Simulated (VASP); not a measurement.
Input of a VASP 6.6.1 run:

Contents of INCAR:

```
SYSTEM = CuAs3
ALGO = Normal
EDIFF = 1E-6
ENCUT = 520
GGA = PE
ISIF = 2
ISMEAR = -1
LASPH = .True.
LCHARG = .False.
LREAL = .False.
LWAVE = .False.
NBANDS = 21
NELM = 80
PREC = Accurate
SIGMA = 0.05
```

Contents of KPOINTS:

```
k-points
0
Gamma
  6 6 6
  0 0 0
```

Contents of POSCAR:

```
CuAs3
1.0
    0.0000000000      3.8821072343      3.8821072343
    3.8821072343      0.0000000000      3.8821072343
    3.8821072343      3.8821072343      0.0000000000
Cu As
1 3
Direct
    0.0000000000      0.0000000000      0.0000000000
    0.2500000000      0.2500000000      0.2500000000
    0.7500000000      0.7500000000      0.7500000000
    0.5000000000      0.5000000000      0.5000000000
```

Potentials or basis: VASP PAW PBE potentials, release 64 (Cu, As).

Command:

```console
$ cat potpaw_PBE.64/Cu/POTCAR potpaw_PBE.64/As/POTCAR > POTCAR
$ mpirun -np 1 vasp_std > vasp.out
```

Question: Predict the band gap on the k mesh.

Answer: Zero (bands 13 and 14 overlap by 1.57 eV).

Question: What does it give for the pressure?

Answer: -13.6 GPa.

Caveat: the cell stands under tension.
